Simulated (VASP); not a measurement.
A run of VASP 6.6.1:

The input INCAR:

```
SYSTEM = BN
ALGO = Normal
EDIFF = 1E-6
ENCUT = 600
GGA = PS
GGA_COMPAT = .FALSE.
ISIF = 2
ISMEAR = -1
LASPH = .TRUE.
LCHARG = .FALSE.
LREAL = .FALSE.
LWAVE = .FALSE.
NBANDS = 11
NELM = 120
PREC = Accurate
SIGMA = 0.2585199978643553
```

The input KPOINTS:

```
k-points
0
G
  12 12 12
  0 0 0
```

The input POSCAR:

```
BN
1.0
    0.0000000000      1.8130010000      1.8130010000
    1.8130010000      0.0000000000      1.8130010000
    1.8130010000      1.8130010000      0.0000000000
B N
1 1
Direct
    0.0000000000      0.0000000000      0.0000000000
    0.7500000000      0.7500000000      0.7500000000
```

Potentials or basis: VASP PAW PBE potentials, release 64 (B, N).

The run is started by

```bash
$ cat potpaw_PBE.64/B/POTCAR potpaw_PBE.64/N/POTCAR > POTCAR
$ mpirun -np 1 vasp_std > vasp.out
```

Hardware: 1 thread of Intel Xeon 8259CL, with other jobs on the host.

Task: How long does it take, and how much memory?

Result: Wall time 12 s on 1 thread of Intel Xeon 8259CL, with other jobs on the host, peak memory 0.13 GiB. Counts: scf iterations 12, k points 72.
